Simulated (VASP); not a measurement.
# Mg5O (P6_3/mmc) in VASP: notebook

Mg5O is run at these levels: PBE; tasks: single point, relaxation of cell and atoms.

Program: VASP 6.6.1. These are calculated values, not measurements. Logs are shortened: lines on timing, memory, paths and dates and some standing lists are left out, and cuts for length are marked.

### Step 1. The cell of the first run

The structure is hexagonal, space group P6_3/mmc (No. 194). Conventional cell: a = 3.150 Å, b = 3.150 Å, c = 25.591 Å, α = 90.00°, β = 90.00°, γ = 120.00°. Within 2.9 Å of Mg (site symmetry 3m) lie 3 O at 2.20 Å. Mg (site symmetry 3m) has 12 Mg at 3.15 to 3.16 Å within 4.1 Å. Within 4.1 Å of Mg (site symmetry -6m2) lie 12 Mg at 3.15 to 3.16 Å. Within 2.9 Å of O (site symmetry -3m) lie 6 Mg at 2.20 Å.

### Step 2. Single point, PBE

The input, INCAR:

```
SYSTEM = Mg5O
PREC = Accurate
ENCUT = 520
EDIFF = 1E-6
ISMEAR = 0
SIGMA = 0.2
LREAL = .False.
LASPH = .True.
NELM = 80
ALGO = Normal
ISIF = 2
LWAVE = .False.
LCHARG = .True.
GGA = PE
LELF = .True.
LVHAR = .True.
NBANDS = 28
```

The input, KPOINTS:

```
regular mesh
0
Gamma
  6 6 1
  0 0 0
```

The input, POSCAR:

```
Mg5O
1.0
    3.1504227934      0.0000000000      0.0000000000
   -1.5752113967      2.7283461718      0.0000000000
    0.0000000000      0.0000000000     25.5912103351
Mg O
10 2
Direct
    0.3333333333      0.6666666667      0.4518614918
    0.6666666667      0.3333333333      0.5481385082
    0.3333333333      0.6666666667      0.6492250327
    0.6666666667      0.3333333333      0.7500000000
    0.3333333333      0.6666666667      0.0481385082
    0.6666666667      0.3333333333      0.9518614918
    0.3333333333      0.6666666667      0.8507749673
    0.6666666667      0.3333333333      0.3507749673
    0.3333333333      0.6666666667      0.2500000000
    0.6666666667      0.3333333333      0.1492250327
    0.0000000000      0.0000000000      0.5000000000
    0.0000000000      0.0000000000      0.0000000000
```

Potentials or basis: VASP PAW PBE potentials, release 64 (Mg, O).

Started as:

```
cat potpaw_PBE.64/Mg/POTCAR potpaw_PBE.64/O/POTCAR > POTCAR
mpirun -np 1 vasp_std > vasp.out
```

OUTCAR:

```text
SYSTEM = Mg5O
   PREC = Accurate
   ENCUT = 520
   EDIFF = 1E-6
   ISMEAR = 0
   LREAL = .False.
   LASPH = .True.
   NELM = 80
   ISIF = 2
   GGA = PE

 ion  position               nearest neighbor table
   1  0.333  0.667  0.452-  11 2.20  11 2.20  11 2.20   2 3.06   2 3.06   2 3.06   8 3.16   8 3.16
                             8 3.16
   2  0.667  0.333  0.548-  11 2.20  11 2.20  11 2.20   1 3.06   1 3.06   1 3.06   3 3.16   3 3.16
                             3 3.16
   3  0.333  0.667  0.649-   4 3.16   4 3.16   4 3.16   2 3.16   2 3.16   2 3.16
   4  0.667  0.333  0.750-   3 3.16   7 3.16   3 3.16   7 3.16   3 3.16   7 3.16
   5  0.333  0.667  0.048-  12 2.20  12 2.20  12 2.20   6 3.06   6 3.06   6 3.06  10 3.16  10 3.16
                            10 3.16
   6  0.667  0.333  0.952-  12 2.20  12 2.20  12 2.20   5 3.06   5 3.06   5 3.06   7 3.16   7 3.16
                             7 3.16
   7  0.333  0.667  0.851-   4 3.16   4 3.16   4 3.16   6 3.16   6 3.16   6 3.16
   8  0.667  0.333  0.351-   9 3.16   9 3.16   9 3.16   1 3.16   1 3.16   1 3.16
   9  0.333  0.667  0.250-   8 3.16  10 3.16   8 3.16  10 3.16   8 3.16  10 3.16
  10  0.667  0.333  0.149-   9 3.16   9 3.16   9 3.16   5 3.16   5 3.16   5 3.16
  11  0.000  0.000  0.500-   1 2.20   2 2.20   2 2.20   1 2.20   2 2.20   1 2.20
  12  0.000  0.000  0.000-   5 2.20   6 2.20   6 2.20   5 2.20   6 2.20   5 2.20

  LATTYP: Found a hexagonal cell.
 ALAT       =     3.1504227934
 C/A-ratio  =     8.1231034732

  Lattice vectors:

 A1 = (   3.1504227934,   0.0000000000,   0.0000000000)
 A2 = (  -1.5752113967,   2.7283461718,   0.0000000000)
 A3 = (   0.0000000000,   0.0000000000,  25.5912103351)

Analysis of symmetry for initial positions (statically):
=====================================================================
 Subroutine PRICEL returns:
 Original cell was already a primitive cell.

 Routine SETGRP: Setting up the symmetry group for a
 hexagonal supercell.

 Subroutine GETGRP returns: Found 24 space group operations
 (whereof 12 operations were pure point group operations)
 out of a pool of 24 trial point group operations.

The static configuration has the point symmetry D_3d.
 The point group associated with its full space group is D_6h.

Analysis of symmetry for dynamics (positions and initial velocities):
=====================================================================
 Subroutine PRICEL returns:
 Original cell was already a primitive cell.

 Routine SETGRP: Setting up the symmetry group for a
 hexagonal supercell.
[... 120 lines left out ...]
   NUPDOWN=      -1.0000    fix difference up-down
   EMIN   =  10.00;   EMAX   =-10.00  energy-range for DOS
   EFERMI =   0.00;   METHOD = LEGACY
   ISMEAR =     0;   SIGMA  =   0.20  broadening in eV -4-tet -1-fermi 0-gaus
   EFERMI_NEDOS =   21; number of points for ismear=-14 and -15
   IALGO  =     38    algorithm
   IMIX   =      4    mixing-type and parameters
     AMIX     =   0.40;   BMIX     =  1.00
     AMIX_MAG =   1.60;   BMIX_MAG =  1.00
  volume/ion in A,a.u.               =      18.33       123.70
  Fermi-wavevector in a.u.,A,eV,Ry     =   0.861004  1.627061 10.086376  0.741328
  Thomas-Fermi vector in A             =   1.978593
   LORBIT       =      0    0 simple, 1 ext, 2 COOP (PROOUT), +10 PAW based schemes
   GGA     = PE    functional components
   LHFCALC =     F    Hartree Fock is set to
   AEXX    =    0.0000 exact exchange contribution
   IVDW    =     0    specifies the selected vdW correction
   LEPSILON=     F    determine dielectric tensor
   LRPA    =     F    only Hartree local field effects (RPA)
 non-spin polarized calculation
 Gauss-broadening in eV      SIGMA  =   0.20
  energy-cutoff  :      520.00
  volume of cell :      219.97
 maximum number of plane-waves:      5950
 NGX is ok and might be reduce to    24
   NGX = 11   NGY = 11   NGZ = 95

 number of electron      31.9999981 magnetization

 Free energy of the ion-electron system (eV)
  ---------------------------------------------------
  ext. energy  EPLUGINS =         0.00000000
  ---------------------------------------------------
  free energy    TOTEN  =       -34.15030225 eV

  energy without entropy =      -34.02884493  energy(sigma->0) =      -34.08957359

 E-fermi :   3.6177     XC(G=0):  -8.9686

 val. band max:        3.5418818355   @ k =   0.5000   0.0000   0.0000
 cond. band min:       3.6239482946   @ k =   0.3333   0.1667   0.0000
 fundamental gap:      0.0820664591
 Fermi energy:         3.6177244178

 k-point     1 :       0.0000    0.0000    0.0000
  band No.  band energies     occupation
      1     -16.5208      2.00000
      2     -16.5206      2.00000
      3      -3.8920      2.00000
      4      -3.8146      2.00000
      5      -3.3332      2.00000
      6      -2.9579      2.00000
[... 206 lines left out ...]
     27       6.3337      0.00000
     28       6.3337      0.00000

------------------------ aborting loop because EDIFF is reached ----------------------------------------

  FORCE on cell =-STRESS in cart. coord.  units (eV):
  Direction    XX          YY          ZZ          XY          YZ          ZX
  --------------------------------------------------------------------------------------
  -------------------------------------------------------------------------------------
  Total       -0.2243352     -0.2243352     -0.1253507      0.0000000      0.0000000      0.0000000
  in kB       -1.6339879     -1.6339879     -0.9130155      0.0000000      0.0000000      0.0000000
  external PRESSURE =      -1.3936638 kB  Pullay stress =       0.0000000 kB

 VOLUME and BASIS-vectors are now :
 -----------------------------------------------------------------------------
  energy-cutoff  :      520.00
  volume of cell :      219.97
      direct lattice vectors                 reciprocal lattice vectors
     3.150422793  0.000000000  0.000000000     0.317417714  0.183261202  0.000000000
    -1.575211397  2.728346172  0.000000000     0.000000000  0.366522405  0.000000000
     0.000000000  0.000000000 25.591210335     0.000000000  0.000000000  0.039075917

 POSITION                                       TOTAL-FORCE (eV/Angst)
 -----------------------------------------------------------------------------------
     -0.00000      1.81890     11.56368         0.000000      0.000000      0.014065
      1.57521      0.90945     14.02753        -0.000000      0.000000     -0.014065
     -0.00000      1.81890     16.61445         0.000000      0.000000     -0.001198
      1.57521      0.90945     19.19341        -0.000000     -0.000000      0.000000
     -0.00000      1.81890      1.23192         0.000000     -0.000000     -0.014065
      1.57521      0.90945     24.35929        -0.000000      0.000000      0.014065
     -0.00000      1.81890     21.77236        -0.000000      0.000000      0.001198
      1.57521      0.90945      8.97676         0.000000      0.000000      0.001198
     -0.00000      1.81890      6.39780         0.000000      0.000000      0.000000
      1.57521      0.90945      3.81885        -0.000000     -0.000000     -0.001198
      0.00000      0.00000     12.79561        -0.000000      0.000000      0.000000
      0.00000      0.00000      0.00000        -0.000000      0.000000      0.000000
 -----------------------------------------------------------------------------------
    total drift:                               -0.000000      0.000000      0.000000

  FREE ENERGIE OF THE ION-ELECTRON SYSTEM (eV)
  ---------------------------------------------------
  free  energy   TOTEN  =       -34.1503022519 eV

  energy  without entropy=      -34.0288449343  energy(sigma->0) =      -34.08957359
```

stdout:

```text
POSCAR found type information on POSCAR MgO
 POSCAR found :  2 types and      12 ions
 scaLAPACK will be used
 LDA part: xc-table for (Slater+PW92), standard interpolation
 POSCAR, INCAR and KPOINTS ok, starting setup
 FFT: planning ... GRIDC
 FFT: planning ... GRID_SOFT
 FFT: planning ... GRID
 WAVECAR not read
 entering main loop
```

Run time: 40 s. Hardware: 1 thread of Intel Xeon 6975P-C (Granite Rapids), shared host; peak memory 0.32 GiB.

Results:

```yaml
Free_energy: -34.1503 eV
Pressure: -0.1 GPa
Largest_force: 0.014 eV/Å
Band_gap_on_the_k_mesh: zero (band 16 reaches 3.70 eV, above the bottom of band 17 at 2.35 eV)
```

Forces on the atoms (eV/Å):
```
Mg   0.000  0.000  0.014
Mg   0.000  0.000 -0.014
Mg   0.000  0.000 -0.001
Mg   0.000  0.000  0.000
Mg   0.000  0.000 -0.014
Mg   0.000  0.000  0.014
Mg   0.000  0.000  0.001
Mg   0.000  0.000  0.001
Mg   0.000  0.000  0.000
Mg   0.000  0.000 -0.001
O    0.000  0.000  0.000
O    0.000  0.000  0.000
```

Caveat: the k points lie up to 0.38 Å⁻¹ apart.

(Part 1 of 3 ends here.)
